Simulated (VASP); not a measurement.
# CuO (P1) in VASP: a series of runs

CuO is run at these levels: PBEsol, LDA, PBE; tasks: relaxation of cell and atoms, single point.

Everything below comes from runs of VASP 6.6.1. Logs are shortened: lines on timing, memory, paths and dates and some standing lists are left out, and cuts for length are marked.

**1. The cell of the first run**

The typed cell holds 4 atoms: a = 2.993 Å, b = 2.993 Å, c = 5.184 Å, α = 73.22°, β = 73.22°, γ = 60.00°.

**2. Relaxation of cell and atoms, PBEsol**

INCAR reads:

```
PREC     = Accurate       # precision mode
ENCUT    = 600            # plane-wave cutoff, eV
EDIFF    = 1E-6           # SCF threshold, eV
ISMEAR   = -1             # smearing method
SIGMA    = 0.05           # smearing width, eV
LREAL    = False          # projectors in reciprocal space
LASPH    = True           # aspherical terms in the spheres
NELM     = 100            # most SCF steps
ALGO     = Normal         # electronic algorithm
ISIF     = 3              # what is computed and relaxed
LWAVE    = False          # write WAVECAR
LCHARG   = False          # write CHGCAR
GGA      = PS             # functional
IBRION   = 2              # ionic algorithm
NSW      = 80             # ionic steps
EDIFFG   = -0.01          # ionic threshold
```

KPOINTS reads:

```
Automatic mesh
0
Gamma
  8 8 5
```

POSCAR reads:

```
CuO
1.0
    0.0000000000     -2.1165600000     -2.1165600000
   -2.1165600000      0.0000000000     -2.1165600000
    2.1165600000      2.1165600000     -4.2331200000
Cu O
2 2
Direct
    0.5038875400      0.4769880100      0.4880064000
    0.0038875400      0.9769880100      0.9880064000
    0.7461124600      0.7730119900      0.7619936000
    0.2461124600      0.2730119900      0.2619936000
```

Potentials or basis: VASP PAW PBE potentials, release 64 (Cu, O).

Launch:

```bash
$ cat potpaw_PBE.64/Cu/POTCAR potpaw_PBE.64/O/POTCAR > POTCAR
$ mpirun -np 1 vasp_std > vasp.out
```

OUTCAR:

```text
PREC = Accurate
   ENCUT = 600
   EDIFF = 1E-6
   ISMEAR = -1
   LREAL = False
   LASPH = True
   NELM = 100
   ISIF = 3
   GGA = PS
   IBRION = 2
   NSW = 80
   EDIFFG = -0.01

 ion  position               nearest neighbor table
   1  0.504  0.477  0.488-   4 1.94   4 2.06   3 2.08   4 2.17   3 2.19   3 2.30
   2  0.004  0.977  0.988-   3 1.94   3 2.06   4 2.08   3 2.17   4 2.19   4 2.30
   3  0.746  0.773  0.762-   2 1.94   2 2.06   1 2.08   2 2.17   1 2.19   1 2.30
   4  0.246  0.273  0.262-   1 1.94   1 2.06   2 2.08   1 2.17   2 2.19   2 2.30

  LATTYP: Found a trigonal (rhomboedric) cell.
 ALAT       =     5.1844920100
 COS(alpha) =     0.8333333333

  Lattice vectors:

 A1 = (   2.1165600000,   4.2331200000,  -2.1165600000)
 A2 = (   4.2331200000,   2.1165600000,  -2.1165600000)
 A3 = (   2.1165600000,   2.1165600000,  -4.2331200000)

Analysis of symmetry for initial positions (statically):
=====================================================================
 Subroutine PRICEL returns following result:

  LATTYP: Found a face centered cubic cell.
 ALAT       =     4.2331200000

  Lattice vectors:

 A1 = (   0.0000000000,  -2.1165600000,   2.1165600000)
 A2 = (   2.1165600000,  -2.1165600000,   0.0000000000)
 A3 = (   2.1165600000,   0.0000000000,   2.1165600000)

   2 primitive cells build up your supercell.

 Routine SETGRP: Setting up the symmetry group for a
 trigonal (rhombohedral) supercell.

 Subroutine GETGRP returns: Found  1 space group operations
 (whereof  1 operations were pure point group operations)
 out of a pool of 12 trial point group operations.

The static configuration has the point symmetry C_1 .

Analysis of symmetry for dynamics (positions and initial velocities):
=====================================================================
 Subroutine PRICEL returns following result:

  LATTYP: Found a face centered cubic cell.
 ALAT       =     4.2331200000

  Lattice vectors:

 A1 = (   0.0000000000,  -2.1165600000,   2.1165600000)
 A2 = (   2.1165600000,  -2.1165600000,   0.0000000000)
 A3 = (   2.1165600000,   0.0000000000,   2.1165600000)

   2 primitive cells build up your supercell.

 Routine SETGRP: Setting up the symmetry group for a
 trigonal (rhombohedral) supercell.

 Subroutine GETGRP returns: Found  1 space group operations
 (whereof  1 operations were pure point group operations)
 out of a pool of 12 trial point group operations.

The dynamic configuration has the point symmetry C_1 .

 Subroutine INISYM returns: Found  1 space group operations
 (whereof  1 operations are pure point group operations),
 and found     2 'primitive' translations

----------------------------------------------------------------------------------------

                                     Primitive cell

  volume of cell :      18.9636

  direct lattice vectors                    reciprocal lattice vectors
     0.000000000 -2.116560000  2.116560000    -0.236232377 -0.236232377  0.236232377
     2.116560000 -2.116560000  0.000000000     0.236232377 -0.236232377 -0.236232377
     2.116560000  0.000000000  2.116560000     0.236232377  0.236232377  0.236232377

  length of vectors
     2.993267858  2.993267858  2.993267858     0.409166479  0.409166479  0.409166479

  position of ions in fractional coordinates (direct lattice)
     0.023987200  0.991893940  0.019124450
     0.476012800  0.508106060  0.480875550

  ion indices of the primitive-cell ions
   primitive index   ion index
                 1           1
                 2           4

----------------------------------------------------------------------------------------

 KPOINTS: Automatic mesh

Automatic generation of k-mesh.
 Grid dimensions read from file:
 generate k-points for:    8    8    5

 Generating k-lattice:

  Cartesian coordinates                     Fractional coordinates (reciprocal lattice)
     0.014764524 -0.044293571 -0.014764524     0.125000000  0.000000000  0.000000000
    -0.044293571  0.014764524 -0.014764524     0.000000000  0.125000000  0.000000000
[... 37 lines left out ...]
 conjugate gradient relaxation of ions
 non-spin polarized calculation
  energy-cutoff  :      600.00
  volume of cell :       37.93
 maximum number of plane-waves:      1284
   NGX = 11   NGY = 11   NGZ = 21

--------------------------------------- Ionic step        1  -------------------------------------------

 number of electron      34.0000005 magnetization

 Free energy of the ion-electron system (eV)
  ---------------------------------------------------
  ext. energy  EPLUGINS =         0.00000000
  ---------------------------------------------------
  free energy    TOTEN  =       -20.69681115 eV

  energy without entropy =      -20.66847580  energy(sigma->0) =      -20.68264347

------------------------ aborting loop because EDIFF is reached ----------------------------------------

  FORCE on cell =-STRESS in cart. coord.  units (eV):
  Direction    XX          YY          ZZ          XY          YZ          ZX
  --------------------------------------------------------------------------------------
  -------------------------------------------------------------------------------------
  Total       -1.3908083     -1.2938039      0.4006626      0.0152736      0.2669475     -0.1459331
  in kB      -58.7524671    -54.6546743     16.9253490      0.6452094     11.2767679     -6.1647102
  external PRESSURE =     -32.1605975 kB  Pullay stress =       0.0000000 kB
[... 95 lines left out ...]
  FREE ENERGIE OF THE ION-ELECTRON SYSTEM (eV)
  ---------------------------------------------------
  free  energy   TOTEN  =       -20.9524810684 eV

  energy  without entropy=      -20.9310996924  energy(sigma->0) =      -20.94179038

[... ionic steps 4 to 9 ...]

--------------------------------------- Ionic step       10  -------------------------------------------

 number of electron      33.9999993 magnetization

------------------------ aborting loop because EDIFF is reached ----------------------------------------

  FORCE on cell =-STRESS in cart. coord.  units (eV):
  Direction    XX          YY          ZZ          XY          YZ          ZX
  --------------------------------------------------------------------------------------
  -------------------------------------------------------------------------------------
  Total       -0.0927984     -0.0943031     -0.1395791      0.0168862      0.0199882     -0.0241170
  in kB       -4.0729281     -4.1389687     -6.1261380      0.7411358      0.8772857     -1.0584970
  external PRESSURE =      -4.7793449 kB  Pullay stress =       0.0000000 kB
[... 61 lines left out ...]
  energy  without entropy=      -20.9430739356  energy(sigma->0) =      -20.95354967

--------------------------------------- Ionic step       12  -------------------------------------------

 number of electron      33.9999991 magnetization

 Free energy of the ion-electron system (eV)
  ---------------------------------------------------
  ext. energy  EPLUGINS =         0.00000000
  ---------------------------------------------------
  free energy    TOTEN  =       -20.96425916 eV

  energy without entropy =      -20.94323985  energy(sigma->0) =      -20.95374950

 E-fermi :   6.6807     XC(G=0): -12.9279

 val. band max:        6.6771671941   @ k =  -0.3750   0.1250   0.2000
 cond. band min:       6.6907832817   @ k =  -0.3750   0.5000   0.2000
 fundamental gap:      0.0136160877
 Fermi energy:         6.6806760760

 k-point     1 :       0.0000    0.0000    0.0000
  band No.  band energies     occupation
      1     -13.2540      2.00000
      2     -11.7974      2.00000
      3      -1.3022      2.00000
      4       1.3591      2.00000
      5       1.3783      2.00000
      6       4.0181      2.00000
[... 550 lines left out ...]
      5       1.4263      2.00000
      6       1.7155      2.00000
[... 13 lines left out ...]
     20      14.0048      0.00000
     21      16.8580      0.00000

 [... further k-points ...]

------------------------ aborting loop because EDIFF is reached ----------------------------------------

  FORCE on cell =-STRESS in cart. coord.  units (eV):
  Direction    XX          YY          ZZ          XY          YZ          ZX
  --------------------------------------------------------------------------------------
  -------------------------------------------------------------------------------------
  Total        0.0104699      0.0101123     -0.0060169      0.0170253      0.0223570     -0.0262400
  in kB        0.4607758      0.4450356     -0.2648017      0.7492729      0.9839174     -1.1548091
  external PRESSURE =       0.2136699 kB  Pullay stress =       0.0000000 kB
[... 19 lines left out ...]
  FREE ENERGIE OF THE ION-ELECTRON SYSTEM (eV)
  ---------------------------------------------------
  free  energy   TOTEN  =       -20.9642591642 eV

  energy  without entropy=      -20.9432398456  energy(sigma->0) =      -20.95374950

 reached required accuracy - stopping structural energy minimisation
```

Wall time 13 min (1 thread of Intel Xeon Platinum 8488C (Sapphire Rapids), shared host); peak memory 0.28 GiB.

What came out:

* Free energy: -20.9643 eV
* Relaxed volume: 9.10 Å³/atom
* Relaxed cell: a = 2.954 Å, b = 2.960 Å, c = 5.101 Å, α = 73.06°, β = 73.16°, γ = 60.06°
* Space group after relaxing (to 0.1 Å): Fm-3m (No. 225)
* Energy gained by relaxing: 66.9 meV/atom
* Ionic steps: 12
* Pressure after relaxing: 0.0 GPa
* Largest force after relaxing: 0.008 eV/Å
* Band gap on the k mesh: zero (bands 17 and 18 overlap by 1.26 eV)

Forces in eV/Å, atoms in the order of the input:
```
Cu   0.000 -0.008  0.001
Cu   0.000 -0.008  0.001
O    0.000  0.008 -0.001
O    0.000  0.008 -0.001
```

The path:
```csv
step,energy change (eV),largest force (eV/Å),pressure (GPa),volume (Å³)
1,0.0000,1.1822,-3.22,37.93
2,-0.2173,0.5107,-1.58,36.89
3,-0.2557,0.1754,1.69,36.21
4,-0.2557,0.1861,1.51,36.24
5,-0.2621,0.0142,-1.38,36.71
6,-0.2622,0.0316,-0.96,36.65
7,-0.2646,0.0304,0.17,36.44
8,-0.2648,0.0426,0.39,36.40
9,-0.2663,0.0339,-0.03,36.44
10,-0.2672,0.0211,-0.48,36.50
11,-0.2672,0.0053,0.76,36.31
12,-0.2674,0.0084,0.02,36.41
```

Final structure:
```cif
data_structure
_symmetry_space_group_name_H-M 'P 1'
_symmetry_Int_Tables_number 1
_cell_length_a 2.9535
_cell_length_b 2.9600
_cell_length_c 5.1010
_cell_angle_alpha 73.056
_cell_angle_beta 73.165
_cell_angle_gamma 60.065
_cell_volume 36.41
loop_
_atom_site_label
_atom_site_type_symbol
_atom_site_fract_x
_atom_site_fract_y
_atom_site_fract_z
_atom_site_occupancy
Cu1 Cu 0.49979 0.50008 0.50009 1
Cu2 Cu 0.99979 0.00008 0.00009 1
O1 O 0.75021 0.74992 0.74991 1
O2 O 0.25021 0.24992 0.24991 1
```

Levels at points of the mesh, in eV from the Fermi level:
```tsv
k point	band 14	band 15	band 16	band 17	band 18	band 19	band 20	band 21
(0.00, 0.00, 0.00)	-1.97	-1.96	-1.49	0.74	0.74	1.50	5.56	9.93
(0.50, 0.00, 0.00)	-1.62	-0.65	-0.65	-0.53	-0.53	7.30	7.30	9.67
(0.00, 0.50, 0.00)	-1.63	-0.65	-0.65	-0.52	-0.52	7.32	7.32	9.66
(0.50, 0.50, 0.00)	-1.76	-1.55	-1.50	0.73	0.74	5.60	5.69	9.87
```

Caveat: the PAW data sets were made with another functional, which shifts forces and pressure a little; semilocal functionals often make such compounds metallic where correlation or magnetic order opens a gap, which also shifts bond lengths.

**3. Relaxation of cell and atoms, LDA**

INCAR reads:

```
SYSTEM = CuO
PREC = Accurate
ENCUT = 600
EDIFF = 1E-6
ISMEAR = -1
SIGMA = 0.05
LREAL = .False.
LASPH = .True.
NELM = 60
ALGO = Normal
ISIF = 3
LWAVE = .False.
LCHARG = .False.
IBRION = 2
NSW = 80
EDIFFG = -0.01
```

KPOINTS reads:

```
regular mesh
0
Gamma
  8 8 5
  0 0 0
```

POSCAR is that of step 2.

Potentials or basis: VASP PAW LDA potentials, release 64 (Cu, O).

Launch:

```bash
$ cat potpaw_LDA.64/Cu/POTCAR potpaw_LDA.64/O/POTCAR > POTCAR
$ mpirun -np 1 vasp_std > vasp.out
```

It took 14 min on 1 thread of Intel Xeon Platinum 8488C (Sapphire Rapids), shared host; peak memory 0.26 GiB.

Results (log left out):

```
Free energy                           : -22.8452 eV
Relaxed volume                        : 8.78 Å³/atom
Relaxed cell                          : a = 2.920 Å, b = 2.923 Å, c = 5.041 Å, α = 73.09°, β = 73.14°, γ = 60.04°
Space group after relaxing (to 0.1 Å) : Fm-3m (No. 225)
Energy gained by relaxing             : 87.8 meV/atom
Ionic steps                           : 13
Pressure after relaxing               : -0.1 GPa
Largest force after relaxing          : 0.007 eV/Å
Band gap on the k mesh                : zero (bands 17 and 18 overlap by 1.34 eV)
```

Forces on the atoms (eV/Å):
```
Cu   0.005 -0.002  0.005
Cu   0.005 -0.002  0.005
O   -0.005  0.002 -0.005
O   -0.005  0.002 -0.005
```

Stress tensor (GPa, compression positive):
```
-0.09  0.05 -0.07
 0.05 -0.08  0.06
-0.07  0.06 -0.14
```

Step by step:
| step | energy change (eV) | largest force (eV/Å) | pressure (GPa) | volume (Å³) |
| --- | --- | --- | --- | --- |
| 1 | 0.0000 | 1.0824 | -10.48 | 37.93 |
| 2 | -0.2780 | 0.6924 | 4.57 | 34.62 |
| 3 | -0.2798 | 0.6451 | 6.51 | 34.32 |
| 4 | -0.3457 | 0.0766 | 0.24 | 35.08 |
| 5 | -0.3464 | 0.0235 | 0.77 | 35.01 |
| 6 | -0.3483 | 0.0168 | -0.62 | 35.20 |
| 7 | -0.3483 | 0.0209 | -0.65 | 35.23 |
| 8 | -0.3483 | 0.0303 | -1.24 | 35.29 |
| 9 | -0.3484 | 0.0246 | -0.98 | 35.25 |
| 10 | -0.3497 | 0.0332 | -0.54 | 35.20 |
| 11 | -0.3506 | 0.0542 | 0.11 | 35.09 |
| 12 | -0.3510 | 0.0238 | -0.02 | 35.10 |
| 13 | -0.3511 | 0.0071 | -0.10 | 35.12 |

Final structure:
```
Cu O
1.0
     0.00028   -2.06404   -2.06476
    -2.06700    0.00278   -2.06721
     2.05071    2.05519   -4.12128
Cu O
2 2
Direct
  0.49996 0.50016 0.50002
  0.99996 0.00016 0.00002
  0.75004 0.74984 0.74998
  0.25004 0.24984 0.24998
```

Levels at points of the mesh, in eV from the Fermi level:
| k point | band 14 | band 15 | band 16 | band 17 | band 18 | band 19 | band 20 | band 21 |
| --- | --- | --- | --- | --- | --- | --- | --- | --- |
| (0.00, 0.00, 0.00) | -2.07 | -2.07 | -1.57 | 0.77 | 0.78 | 1.80 | 5.69 | 10.21 |
| (0.50, 0.00, 0.00) | -1.71 | -0.66 | -0.66 | -0.56 | -0.56 | 7.51 | 7.51 | 9.84 |
| (0.00, 0.50, 0.00) | -1.71 | -0.66 | -0.66 | -0.56 | -0.56 | 7.51 | 7.51 | 9.83 |
| (0.50, 0.50, 0.00) | -1.85 | -1.60 | -1.58 | 0.77 | 0.78 | 5.73 | 5.83 | 10.15 |

Caveat: semilocal functionals often make such compounds metallic where correlation or magnetic order opens a gap, which also shifts bond lengths. With open d or f shells a metallic result of LDA can be an artefact of self-interaction; +U or a hybrid may open a gap.

**4. Single point, PBE (8.91 Å³/atom)**

This run uses another cell than the first one, of 8.91 Å³/atom.

INCAR reads:

```
PREC = Accurate
ENCUT = 520
EDIFF = 1E-6
ISMEAR = -1
SIGMA = 0.05
LREAL = False
LASPH = True
NELM = 100
ALGO = Normal
ISIF = 2
LWAVE = False
LCHARG = False
GGA = PE
NBANDS = 25
```

KPOINTS reads:

```
regular mesh
0
Gamma
  10 10 6
```

POSCAR reads:

```
CuO
1.0
    0.0000000000     -2.0733527743     -2.0733527743
   -2.0733527743      0.0000000000     -2.0733527743
    2.0733527743      2.0733527743     -4.1467055485
Cu O
2 2
Direct
    0.5038875400      0.4769880100      0.4880064000
    0.0038875400      0.9769880100      0.9880064000
    0.7461124600      0.7730119900      0.7619936000
    0.2461124600      0.2730119900      0.2619936000
```

Potentials or basis: VASP PAW PBE potentials, release 64 (Cu, O).

Launch:

```bash
$ cat potpaw_PBE.64/Cu/POTCAR potpaw_PBE.64/O/POTCAR > POTCAR
$ mpirun -np 1 vasp_std > vasp.out
```

Wall time 2.4 min (1 thread of Intel Xeon Platinum 8488C (Sapphire Rapids), shared host); peak memory 0.34 GiB.

The run converged. Its results:

| Property | Result |
| --- | --- |
| Free energy | -18.6556 eV |
| Pressure | 20.2 GPa |
| Largest force | 1.623 eV/Å |
| Band gap on the k mesh | zero (bands 17 and 18 overlap by 1.23 eV) |

Forces in eV/Å, atoms in the order of the input:
```
Cu  -0.302  0.434 -1.534
Cu  -0.302  0.434 -1.534
O    0.302 -0.434  1.534
O    0.302 -0.434  1.534
```

Stress tensor (GPa, compression positive):
```
16.31  0.35 -1.06
 0.35 17.33  1.58
-1.06  1.58 27.05
```

Levels at points of the mesh, in eV from the Fermi level:
| k point | band 14 | band 15 | band 16 | band 17 | band 18 | band 19 | band 20 | band 21 |
| --- | --- | --- | --- | --- | --- | --- | --- | --- |
| (0.00, 0.00, 0.00) | -1.71 | -1.55 | -1.29 | 0.57 | 0.75 | 1.67 | 5.98 | 9.97 |
| (0.50, 0.00, 0.00) | -1.69 | -0.77 | -0.77 | -0.31 | -0.31 | 7.48 | 7.48 | 9.86 |
| (0.00, 0.50, 0.00) | -1.62 | -0.63 | -0.63 | -0.32 | -0.32 | 7.50 | 7.50 | 9.79 |
| (0.50, 0.50, 0.00) | -1.83 | -1.62 | -1.56 | 0.53 | 0.71 | 5.78 | 5.99 | 9.98 |
| (0.00, 0.00, 0.50) | -2.03 | -0.20 | -0.20 | -0.06 | -0.06 | 4.46 | 4.46 | 12.30 |
| (0.50, 0.00, 0.50) | -1.79 | -1.58 | -1.53 | 0.49 | 0.65 | 5.83 | 6.02 | 9.98 |
| (0.00, 0.50, 0.50) | -1.77 | -1.53 | -1.51 | 0.75 | 0.80 | 5.84 | 5.92 | 9.97 |
| (0.50, 0.50, 0.50) | -1.71 | -0.76 | -0.76 | -0.48 | -0.48 | 7.45 | 7.45 | 9.98 |

Caveat: the cell stands under pressure; semilocal functionals often make such compounds metallic where correlation or magnetic order opens a gap, which also shifts bond lengths; forces of over 1 eV/Å act on the atoms, so gaps and moduli don't describe the material at rest.

**5. Summary**

```csv
task,level,potentials or basis,cell,k mesh,cutoff (eV),gap on the mesh (eV),pressure (GPa),relaxed volume (Å³/atom),largest force (eV/Å)
relaxation of cell and atoms,PBEsol,"VASP PAW PBE potentials, release 64 (Cu, O)","relaxed from a = 2.993, b = 2.993, c = 5.184 Å, angles 73.2, 73.2, 60.0°, 4 atoms",8 × 8 × 5,600,none,0.0,9.10,0.01
relaxation of cell and atoms,LDA,"VASP PAW LDA potentials, release 64 (Cu, O)","relaxed from a = 2.993, b = 2.993, c = 5.184 Å, angles 73.2, 73.2, 60.0°, 4 atoms",8 × 8 × 5,600,none,-0.1,8.78,0.01
single point,PBE,"VASP PAW PBE potentials, release 64 (Cu, O)","a = 2.932, b = 2.932, c = 5.079 Å, angles 73.2, 73.2, 60.0°, 4 atoms",10 × 10 × 6,520,none,20.2,-,1.62
```

Alike in all rows: no spin polarisation; smearing fermi-dirac 0.05 eV.

Caveats: semilocal functionals often make such compounds metallic where correlation or magnetic order opens a gap, which also shifts bond lengths; the PAW data sets were made with another functional, which shifts forces and pressure a little (at least some runs); the cell stands under pressure (at least some runs); forces of over 1 eV/Å act on the atoms, so gaps and moduli don't describe the material at rest (at least some runs).

Absolute energies hang on the potentials; compare differences alone.
